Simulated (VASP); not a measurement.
Set up this calculation in VASP 6.6.1, as the native input.

| Item | Value |
| --- | --- |
| Task | single point |
| Functional | PBE |
| Potentials or basis | VASP PAW PBE potentials, release 64 (Ta_pv, Si, I) |
| Cutoff | 520 eV |
| k mesh | 6 × 6 × 2 |
| Occupations | gaussian, width 0.1 eV |
| Spin | no spin polarisation |
| Dipole correction | no |
| Further INCAR settings | ALGO = Normal; EDIFF = 1e-06; NBANDS = 28 |

The structure of Ta2SiI2 lies in POSCAR:

```
Ta2SiI2
1.0
    4.4551878452      0.0000000000      0.0000000000
   -2.2275939226      3.8583058526      0.0000000000
    0.0000000000      0.0000000000      9.7266101082
Ta Si I
2 1 2
Direct
    0.3333333333      0.6666666667      0.0000000000
    0.6666666667      0.3333333333      0.0000000000
    0.0000000000      0.0000000000      0.5000000000
    0.0000000000      0.0000000000      0.2023717691
    0.0000000000      0.0000000000      0.7976282309
```

The cell was built from a structure type or drawn by symmetry, and may not be a known phase.

The input as run:

INCAR

```
SYSTEM = Ta2SiI2
PREC = Accurate
ENCUT = 520
EDIFF = 1E-6
ISMEAR = 0
SIGMA = 0.1
LREAL = .FALSE.
LASPH = .TRUE.
NELM = 60
ALGO = Normal
ISIF = 2
LWAVE = .FALSE.
LCHARG = .FALSE.
GGA = PE
NBANDS = 28
```

KPOINTS

```
regular mesh
0
G
  6 6 2
  0 0 0
```

Potentials or basis: VASP PAW PBE potentials, release 64 (Ta_pv, Si, I).

Run with:

```console
$ cat potpaw_PBE.64/Ta_pv/POTCAR potpaw_PBE.64/Si/POTCAR potpaw_PBE.64/I/POTCAR > POTCAR
$ mpirun -np 1 vasp_std > vasp.out
```

It gave:

* Pressure: 0.0 GPa
* Band gap on the k mesh: zero (bands 20 and 21 overlap by 1.06 eV)

Caveat: spin-orbit coupling is left out, which moves the levels of the heavy elements.

Wall time 46 s on 1 thread of Intel(R) Xeon(R) 6975P-C (Granite Rapids) (shared host), peak memory 0.32 GiB.
